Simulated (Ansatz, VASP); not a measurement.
# SnO2 in VASP and in Ansatz

File POSCAR:

```
SnO2
1.0
    1.4877256292      0.8589387925      4.4165451773
   -1.4877256292      0.8589387925      4.4165451773
    0.0000000000     -1.7178775850      4.4165451773
Sn O
1 2
Direct
    0.5000000000      0.5000000000      0.5000000000
    0.2371700000      0.2371700000      0.2371700000
    0.7628300000      0.7628300000      0.7628300000
```

Contents of INCAR.step1:

```
SYSTEM = SnO2
PREC     = Accurate       ! precision mode
ENCUT    = 520            ! plane-wave cutoff, eV
ISMEAR   = 0              ! smearing method
SIGMA    = 0.05           ! smearing width, eV
LREAL    = .FALSE.        ! projectors in reciprocal space
LASPH    = .TRUE.         ! aspherical terms in the spheres
NELM     = 60             ! most SCF steps
NBANDS   = 20             ! bands
GGA      = PE             ! functional
ALGO     = Normal         ! electronic algorithm
EDIFF    = 1E-4           ! SCF threshold, eV
LWAVE    = .TRUE.         ! write WAVECAR
LCHARG   = .FALSE.        ! write CHGCAR
```

The input INCAR.step2:

```
SYSTEM = SnO2
PREC     = Accurate       ! precision mode
ENCUT    = 520            ! plane-wave cutoff, eV
EDIFF    = 1E-6           ! SCF threshold, eV
ISMEAR   = 0              ! smearing method
SIGMA    = 0.05           ! smearing width, eV
LREAL    = .FALSE.        ! projectors in reciprocal space
LASPH    = .TRUE.         ! aspherical terms in the spheres
NELM     = 60             ! most SCF steps
ALGO     = Normal         ! electronic algorithm
ISIF     = 2              ! what is computed and relaxed
LWAVE    = .FALSE.        ! write WAVECAR
LCHARG   = .FALSE.        ! write CHGCAR
METAGGA  = R2SCAN         ! meta-GGA
LMIXTAU  = .TRUE.       
NBANDS   = 20             ! bands
ISTART   = 1
```

File KPOINTS:

```
regular mesh
0
G
  12 12 12
  0 0 0
```

Input for Ansatz:

```yaml
crystal:
  lattice:
    - [1.4877256292, 0.8589387925, 4.4165451773]
    - [-1.4877256292, 0.8589387925, 4.4165451773]
    - [0.0, -1.717877585, 4.4165451773]
  atoms:
    - { symbol: Sn, position: [0.5, 0.5, 0.5] }
    - { symbol: O, position: [0.23717, 0.23717, 0.23717] }
    - { symbol: O, position: [0.76283, 0.76283, 0.76283] }
basis:
  ecutwfc: 500
kpoints:
  mp_grid: { grid: [12, 12, 12] }
hamiltonian:
  xc: r2scan
scf:
  occupations: { method: gaussian, width: 0.05 }
output:
  forces: true
  stress: true
  eigenvalues: true
```

Change from the starting cell: strain -0.080 along x and y, -0.080 along z, atoms carried along.

Alike in both runs: task single point; functional r2SCAN; k mesh 12 × 12 × 12; occupations gaussian, width 0.05 eV; no spin polarisation.

|  | VASP | Ansatz |
| --- | --- | --- |
| version | VASP 6.6.1 | Ansatz 0.2.0 |
| potentials or method | VASP PAW PBE potentials, release 64 (Sn_d, O), cutoff 520 eV | scalar-relativistic, plane waves, PAW |
| valence electrons in the cell | 26 | 26 |

```csv
,VASP,Ansatz,Ansatz less VASP
gap on the k mesh at the Fermi level (eV),4.57,4.55,-0.017
least direct gap on the mesh (eV),5.07,5.04,-0.028
pressure (GPa),57.8,55.3,-2.55
"traceless stress, the component that is largest in VASP (GPa)",-25.55,-24.20,+1.350
rms of the force components (eV/Å),1.671,1.589,-0.0820
```

VASP's potentials were made for PBE, not for r2SCAN. Atom by atom the forces differ by 0.082 eV/Å (rms over components). Both programs put the cell under a high pressure, so it lies far from rest at this level. With one functional, cell and mesh, what is left measures potentials, basis and numerics.
